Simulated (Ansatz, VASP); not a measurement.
## W in VASP and in Ansatz

Contents of INCAR:

```
PREC = Accurate
ENCUT = 520
EDIFF = 1E-6
ISMEAR = 1
SIGMA = 0.3
LREAL = F
LASPH = T
NELM = 60
ALGO = Normal
ISIF = 2
LWAVE = F
LCHARG = F
NBANDS = 13
```

The input KPOINTS:

```
Automatic mesh
0
Gamma
  14 14 14
```

File POSCAR:

```
W
1.0
   -1.5676867250      1.5676867250      1.5676867250
    1.5676867250     -1.5676867250      1.5676867250
    1.5676867250      1.5676867250     -1.5676867250
W
1
Direct
    0.0000000000      0.0000000000      0.0000000000
```

Input for Ansatz:

```yaml
crystal:
  lattice:
    - [-1.567686725, 1.567686725, 1.567686725]
    - [1.567686725, -1.567686725, 1.567686725]
    - [1.567686725, 1.567686725, -1.567686725]
  atoms:
    - { symbol: W, position: [0.0, 0.0, 0.0] }
hamiltonian:
  xc: lda
  pseudopotentials:
    kind: paw
    azcp:
      W: "pseudopotentials/W.paw.azcp"
basis:
  ecutwfc: 420
  fft_grid_basis: typed
kpoints:
  mp_grid: { grid: [14, 14, 14], shift: [0, 0, 0] }
magnetization:
  spin_polarized: false
scf:
  occupations: { method: cold, width: 0.3 }
  lower_state_search: "off"
output:
  stress: true
```

Alike in both runs: task single point; functional LDA; k mesh 14 × 14 × 14; no spin polarisation.

```csv
,VASP,Ansatz
version,VASP 6.6.1,Ansatz 0.2.0
potentials or method,"VASP PAW LDA potentials, release 64 (W_sv), cutoff 520 eV","plane waves (420 eV) with PAW, scalar-relativistic"
occupations,"methfessel-paxton of order 1, width 0.3 eV","cold, width 0.3 eV"
valence electrons in the cell,14,14
```

|  | VASP | Ansatz | Ansatz less VASP |
| --- | --- | --- | --- |
| pressure (GPa) | 1.9 | -0.1 | -2.00 |

Ansatz warns that its potentials were made for another functional, while VASP's fit it. LDA's correlation is that of Perdew and Zunger in VASP and of Perdew and Wang (1992) in Ansatz.

Neither program's run includes spin-orbit coupling.
